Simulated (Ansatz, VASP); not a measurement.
## Two plane-wave programs on Au

Contents of INCAR:

```
SYSTEM = Au
PREC = Accurate
ENCUT = 520
EDIFF = 1E-6
ISMEAR = 0
SIGMA = 0.15
LREAL = .False.
LASPH = .True.
NELM = 80
ALGO = Fast
ISIF = 2
LWAVE = .False.
LCHARG = .True.
GGA = PS
LELF = .True.
LVHAR = .True.
NBANDS = 42
```

Contents of KPOINTS:

```
Automatic mesh
0
Gamma
  18 18 4
  0 0 0
```

POSCAR

```
Au
1.0
    2.0455000000     -2.0455000000      0.0000000000
    2.0455000000      0.0000000000     -2.0455000000
    8.0953974596      8.0953974596      8.0953974596
Au
6
Direct
    0.6666666667      0.6666666667      0.0842079676
    0.0000000000      0.0000000000      0.9264560928
    0.3333333333      0.3333333333      0.2526575926
    0.6666666667      0.6666666667      0.5895568427
    0.0000000000      0.0000000000      0.4211072177
    0.3333333333      0.3333333333      0.7580064677
```

Input for Ansatz:

```yaml
crystal:
  lattice:
    - [2.0455, -2.0455, 0.0]
    - [2.0455, 0.0, -2.0455]
    - [8.0953974596, 8.0953974596, 8.0953974596]
  atoms:
    - { symbol: Au, position: [0.6666666667, 0.6666666667, 0.0842079676] }
    - { symbol: Au, position: [0.0, 0.0, 0.9264560928] }
    - { symbol: Au, position: [0.3333333333, 0.3333333333, 0.2526575926] }
    - { symbol: Au, position: [0.6666666667, 0.6666666667, 0.5895568427] }
    - { symbol: Au, position: [0.0, 0.0, 0.4211072177] }
    - { symbol: Au, position: [0.3333333333, 0.3333333333, 0.7580064677] }
basis:
  ecutwfc: 420
kpoints:
  mp_grid: { grid: [18, 18, 4] }
hamiltonian:
  xc: pbesol
scf:
  occupations: { method: gaussian, width: 0.15 }
output:
  forces: true
  stress: true
  eigenvalues: true
```

Alike in both runs: task single point; functional PBEsol; k mesh 18 × 18 × 4; occupations gaussian, width 0.15 eV; no spin polarisation.

|  | VASP | Ansatz |
| --- | --- | --- |
| version | VASP 6.6.1 | Ansatz 0.2.0 |
| potentials or method | VASP PAW PBE potentials, release 64 (Au), cutoff 520 eV | scalar-relativistic, plane waves, PAW |
| valence electrons in the cell | 66 | 114 |

Ansatz gave:

```
gap on the k mesh at the Fermi level (eV)                     : none
pressure (GPa)                                                : 1.2
traceless stress, the component that is largest in VASP (GPa) : 0.16
rms of the force components (eV/Å)                            : 0.273
```

**Question.** Which values does VASP return?

**Answer.** gap on the k mesh at the Fermi level (eV): none; pressure (GPa): 0.9; traceless stress, the component that is largest in VASP (GPa): 0.16; rms of the force components (eV/Å): 0.272.

VASP's potentials were made for PBE, not for PBEsol. Atom by atom the forces differ by 0.001 eV/Å (rms over components). A gap of «none» marks a metal or a gap that the smearing closes. VASP's potentials hold 66 valence electrons a cell and Ansatz's 114, so a difference there can come from the potentials and not from the codes.

Neither program's run includes spin-orbit coupling.
